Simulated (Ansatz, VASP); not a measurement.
## TaSi2 in VASP and in Ansatz

Contents of INCAR:

```
SYSTEM = TaSi2
PREC = Accurate ; ENCUT = 520
EDIFF = 1E-7 ; ISMEAR = 0
SIGMA = 0.1 ; LREAL = Auto
LASPH = .True. ; NELM = 80
ALGO = Normal ; ISIF = 2
LWAVE = .False. ; LCHARG = .False.
LDIPOL = .True. ; IDIPOL = 3
DIPOL = 0.5 0.5 0.500 ; GGA = PS
NBANDS = 60
```

KPOINTS

```
regular mesh
0
Gamma
  9 9 1
  0 0 0
```

File POSCAR:

```
TaSi2
1.0
    4.7608595400      0.0000000000      0.0000000000
   -2.3804297700      4.1230253055      0.0000000000
    0.0000000000      0.0000000000     23.7410454765
Ta Si
5 10
Direct
    0.5000000000      0.5000000000      0.3159085815
    0.0000000000      0.5000000000      0.4079542908
    0.5000000000      0.0000000000      0.5000000000
    0.5000000000      0.5000000000      0.5920457092
    0.0000000000      0.5000000000      0.6840914185
    0.1592675414      0.8407324586      0.3159085815
    0.8407324586      0.1592675414      0.3159085815
    0.6814649172      0.8407324586      0.4079542908
    0.3185350828      0.1592675414      0.4079542908
    0.8407324586      0.6814649172      0.5000000000
    0.1592675414      0.3185350828      0.5000000000
    0.1592675414      0.8407324586      0.5920457092
    0.8407324586      0.1592675414      0.5920457092
    0.6814649172      0.8407324586      0.6840914185
    0.3185350828      0.1592675414      0.6840914185
```

Input for Ansatz:

```yaml
crystal:
  lattice:
    - [4.76085954, 0.0, 0.0]
    - [-2.38042977, 4.1230253055, 0.0]
    - [0.0, 0.0, 23.7410454765]
  atoms:
    - { symbol: Ta, position: [0.5, 0.5, 0.3159085815] }
    - { symbol: Si, position: [0.1592675414, 0.8407324586, 0.3159085815] }
    - { symbol: Si, position: [0.8407324586, 0.1592675414, 0.3159085815] }
    - { symbol: Ta, position: [0.0, 0.5, 0.4079542908] }
    - { symbol: Si, position: [0.6814649172, 0.8407324586, 0.4079542908] }
    - { symbol: Si, position: [0.3185350828, 0.1592675414, 0.4079542908] }
    - { symbol: Ta, position: [0.5, 0.0, 0.5] }
    - { symbol: Si, position: [0.8407324586, 0.6814649172, 0.5] }
    - { symbol: Si, position: [0.1592675414, 0.3185350828, 0.5] }
    - { symbol: Ta, position: [0.5, 0.5, 0.5920457092] }
    - { symbol: Si, position: [0.1592675414, 0.8407324586, 0.5920457092] }
    - { symbol: Si, position: [0.8407324586, 0.1592675414, 0.5920457092] }
    - { symbol: Ta, position: [0.0, 0.5, 0.6840914185] }
    - { symbol: Si, position: [0.6814649172, 0.8407324586, 0.6840914185] }
    - { symbol: Si, position: [0.3185350828, 0.1592675414, 0.6840914185] }
basis:
  ecutwfc: 420
kpoints:
  mp_grid: { grid: [9, 9, 1] }
hamiltonian:
  xc: pbesol
scf:
  occupations: { method: gaussian, width: 0.1 }
output:
  forces: true
  stress: true
  eigenvalues: true
  write_density: true
  write_potential: true
  elf: true
  volumetric_format: npy
efield:
  axis: 3
  dipole_correction: true
  ramp_width: 0.04
```

Alike in both runs: task single point; functional PBEsol; k mesh 9 × 9 × 1; occupations gaussian, width 0.1 eV; no spin polarisation.

|  | VASP | Ansatz |
| --- | --- | --- |
| version | VASP 6.6.1 | Ansatz 0.2.0 |
| potentials or method | VASP PAW PBE potentials, release 64 (Ta_pv, Si), cutoff 520 eV | scalar-relativistic, plane waves, PAW |
| valence electrons in the cell | 95 | 105 |

|  | VASP | Ansatz | Ansatz less VASP |
| --- | --- | --- | --- |
| gap on the k mesh at the Fermi level (eV) | none | none | - |
| rms of the force components (eV/Å) | 0.374 | 0.375 | +0.0009 |

VASP's potentials were made for PBE, not for PBEsol. A gap of «none» marks a metal or a gap that the smearing closes. The functional is the same, so the differences come from potentials, cutoffs and numerics. VASP's potentials hold 95 valence electrons a cell and Ansatz's 105, so a difference there can come from the potentials and not from the codes. Ansatz's warnings: xc potential rough in thin density.

Neither program's run includes spin-orbit coupling.
